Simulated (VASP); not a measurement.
# AlNi (Pm-3m) in VASP: settings compared, part 2 of 3

VASP 6.6.1. Earlier steps stand in the parts before.

## 3. Relaxation of cell and atoms, PBEsol, collinear spin, ferromagnetic start, target pressure 2 GPa, at which the enthalpy is minimised

File INCAR:

```
SYSTEM = AlNi
ALGO = Normal
EDIFF = 1E-7
EDIFFG = -0.01
ENCUT = 600
GGA = PS
IBRION = 2
ISIF = 3
ISMEAR = -1
ISPIN = 2
LASPH = .TRUE.
LCHARG = .FALSE.
LMAXMIX = 4
LORBIT = 11
LREAL = .FALSE.
LWAVE = .FALSE.
MAGMOM = 1 0
NELM = 150
NSW = 60
PREC = Accurate
PSTRESS = 20.0
SIGMA = 0.05
```

File KPOINTS:

```
k-points
0
G
  9 9 9
  0 0 0
```

File POSCAR:

```
AlNi
1.0
    2.8810000000      0.0000000000      0.0000000000
    0.0000000000      2.8810000000      0.0000000000
    0.0000000000      0.0000000000      2.8810000000
Ni Al
1 1
Direct
    0.5000000000      0.5000000000      0.5000000000
    0.0000000000      0.0000000000      0.0000000000
```

Potentials or basis: VASP PAW PBE potentials, release 64 (Ni, Al).

Command:

```
$ cat potpaw_PBE.64/Ni/POTCAR potpaw_PBE.64/Al/POTCAR > POTCAR
$ mpirun -np 1 vasp_std > vasp.out
```

OUTCAR:

```text
SYSTEM = AlNi
   EDIFF = 1E-7
   EDIFFG = -0.01
   ENCUT = 600
   GGA = PS
   IBRION = 2
   ISIF = 3
   ISMEAR = -1
   ISPIN = 2
   LASPH = .TRUE.
   LORBIT = 11
   LREAL = .FALSE.
   NELM = 150
   NSW = 60
   PREC = Accurate
   PSTRESS = 20.0

 ion  position               nearest neighbor table
   1  0.500  0.500  0.500-   2 2.50   2 2.50   2 2.50   2 2.50   2 2.50   2 2.50   2 2.50   2 2.50

   2  0.000  0.000  0.000-   1 2.50   1 2.50   1 2.50   1 2.50   1 2.50   1 2.50   1 2.50   1 2.50

  LATTYP: Found a simple cubic cell.
 ALAT       =     2.8810000000

  Lattice vectors:

 A1 = (   2.8810000000,   0.0000000000,   0.0000000000)
 A2 = (   0.0000000000,   2.8810000000,   0.0000000000)
 A3 = (   0.0000000000,   0.0000000000,   2.8810000000)

Analysis of symmetry for initial positions (statically):
=====================================================================
 Subroutine PRICEL returns:
 Original cell was already a primitive cell.

 Routine SETGRP: Setting up the symmetry group for a
 simple cubic supercell.

 Subroutine GETGRP returns: Found 48 space group operations
 (whereof 48 operations were pure point group operations)
 out of a pool of 48 trial point group operations.

The static configuration has the point symmetry O_h .

Analysis of symmetry for dynamics (positions and initial velocities):
=====================================================================
 Subroutine PRICEL returns:
 Original cell was already a primitive cell.

 Routine SETGRP: Setting up the symmetry group for a
 simple cubic supercell.

 Subroutine GETGRP returns: Found 48 space group operations
 (whereof 48 operations were pure point group operations)
 out of a pool of 48 trial point group operations.

The dynamic configuration has the point symmetry O_h .

Analysis of structural, dynamic, and magnetic symmetry:
=====================================================================
 Subroutine PRICEL returns:
 Original cell was already a primitive cell.

 Routine SETGRP: Setting up the symmetry group for a
 simple cubic supercell.

 Subroutine GETGRP returns: Found 48 space group operations
 (whereof 48 operations were pure point group operations)
[... 126 lines left out ...]
   LORBIT       =     11    0 simple, 1 ext, 2 COOP (PROOUT), +10 PAW based schemes
   GGA     = PS    functional components
   LHFCALC =     F    Hartree Fock is set to
   AEXX    =    0.0000 exact exchange contribution
   IVDW    =     0    specifies the selected vdW correction
   LEPSILON=     F    determine dielectric tensor
   LRPA    =     F    only Hartree local field effects (RPA)
 conjugate gradient relaxation of ions
 spin polarized calculation
  energy-cutoff  :      600.00
  volume of cell :       23.91
 maximum number of plane-waves:       812
 NGX is ok and might be reduce to    24
   NGX = 11   NGY = 11   NGZ = 11

--------------------------------------- Ionic step        1  -------------------------------------------

 number of electron      13.0000015 magnetization       0.0016800

 number of electron      13.0000015 magnetization      -0.0002331

 Free energy of the ion-electron system (eV)
  ---------------------------------------------------
  ext. energy  EPLUGINS =         0.00000000
  ---------------------------------------------------
  free energy    TOTEN  =       -11.58118236 eV

  energy without entropy =      -11.57460847  energy(sigma->0) =      -11.57789541

 E-fermi :   9.8978     XC(G=0): -12.1667

 val. band max:        9.8375072978   @ k =   0.3333   0.3333   0.0000
 cond. band min:       9.9450154754   @ k =   0.3333   0.1111   0.1111
 fundamental gap:      0.1075081776
 Fermi energy:         9.8977929317

 spin component 1

 k-point     1 :       0.0000    0.0000    0.0000
  band No.  band energies     occupation
      1      -1.2339      1.00000
      2       6.6487      1.00000
      3       6.6487      1.00000
      4       8.3419      1.00000
      5       8.3419      1.00000
      6       8.3419      1.00000
      7      15.3933      0.00000
      8      15.3933      0.00000
      9      15.3933      0.00000
     10      18.0394      0.00000
     11      18.0394      0.00000
[... 741 lines left out ...]
 number of electron      13.0000005 magnetization       0.0000016

 number of electron      13.0000005 magnetization      -0.0000012

 Free energy of the ion-electron system (eV)
  ---------------------------------------------------
  ext. energy  EPLUGINS =         0.00000000
  ---------------------------------------------------
  free energy    TOTEN  =       -11.58440615 eV

  energy without entropy =      -11.57815131  energy(sigma->0) =      -11.58127873

 E-fermi :  10.3204     XC(G=0): -12.3174

 val. band max:       10.2542699893   @ k =   0.3333   0.1111   0.0000
 cond. band min:      10.3733679087   @ k =   0.3333   0.1111   0.1111
 fundamental gap:      0.1190979194
 Fermi energy:        10.3204264857

 spin component 1

 k-point     1 :       0.0000    0.0000    0.0000
  band No.  band energies     occupation
      1      -1.0495      1.00000
      2       6.9102      1.00000
      3       6.9102      1.00000
      4       8.6904      1.00000
      5       8.6904      1.00000
      6       8.6904      1.00000
      7      15.9380      0.00000
      8      15.9380      0.00000
      9      15.9380      0.00000
     10      18.5525      0.00000
     11      18.5525      0.00000
[... 695 lines left out ...]
  energy  without entropy=      -11.5781513074  energy(sigma->0) =      -11.58127873

  enthalpy is  TOTEN    =       -11.2949820424 eV   P V=        0.2894241080

 reached required accuracy - stopping structural energy minimisation

 total charge

# of ion       s       p       d       tot
------------------------------------------
    1        0.493   0.549   8.490   9.532
    2        0.386   0.426   0.000   0.812
--------------------------------------------------
tot          0.879   0.975   8.490  10.344

 magnetization (x)

# of ion       s       p       d       tot
------------------------------------------
    1        0.000   0.000   0.000   0.000
    2       -0.000  -0.000   0.000  -0.000
--------------------------------------------------
tot          0.000  -0.000   0.000   0.000
```

OSZICAR:

```text
N       E                     dE             d eps       ncg     rms          rms(c)
DAV:   1     0.436395668061E+02    0.43640E+02   -0.64509E+03  1556   0.145E+03
DAV:   2    -0.114967106481E+02   -0.55136E+02   -0.51533E+02  1558   0.215E+02
[... 29 lines left out ...]
DAV:   4    -0.115848148153E+02    0.49575E-02   -0.14179E-02  1796   0.162E+00    0.189E-01
DAV:   5    -0.115843958918E+02    0.41892E-03   -0.95793E-04  2320   0.319E-01    0.389E-02
DAV:   6    -0.115844041623E+02   -0.82706E-05   -0.26168E-05  1570   0.538E-02    0.129E-02
DAV:   7    -0.115844059106E+02   -0.17483E-05   -0.88390E-07  1780   0.956E-03    0.298E-03
DAV:   8    -0.115844061438E+02   -0.23324E-06   -0.17702E-07   896   0.675E-03    0.622E-04
DAV:   9    -0.115844061503E+02   -0.64892E-08   -0.21862E-08   779   0.139E-03
   3 F= -.11294982E+02 E0= -.11291855E+02  d E =-.123030E-01  mag=     0.0000
```

It took 90 s on 1 thread of Intel Xeon 8259CL, shared host; peak memory 0.17 GiB.

What came out:

- Free energy: -11.5844 eV
- Relaxed volume: 11.59 Å³/atom
- Relaxed cell: a = 2.851 Å, b = 2.851 Å, c = 2.851 Å, α = 90.00°, β = 90.00°, γ = 90.00°
- Space group after relaxing (to 0.1 Å): Pm-3m (No. 221)
- Energy change on relaxing (the run minimises the enthalpy): -1.6 meV/atom
- Ionic steps: 3
- Pressure after relaxing: 2.0 GPa
- Net moment: 0.00 μB per cell
- Valence electrons inside the program's atomic spheres: Ni 9.53; Al 0.81

The path:
```tsv
step	energy change (eV)	largest force (eV/Å)	pressure (GPa)	volume (Å³)
1	0.0000	0.0000	-3.24	23.91
2	0.0134	0.0000	7.03	22.59
3	-0.0032	0.0000	2.00	23.19
```

Final structure:
```
Ni Al
1.0
     2.85149    0.00000    0.00000
     0.00000    2.85149    0.00000
     0.00000    0.00000    2.85149
Ni Al
1 1
Cartesian
  1.4257 1.4257 1.4257
  0.0000 0.0000 0.0000
```

Caveat: the cell is relaxed towards a set pressure, so the run minimises the enthalpy, not the energy; the PAW data sets were made with another functional, which shifts forces and pressure a little.

(Continued in part 3 of 3.)
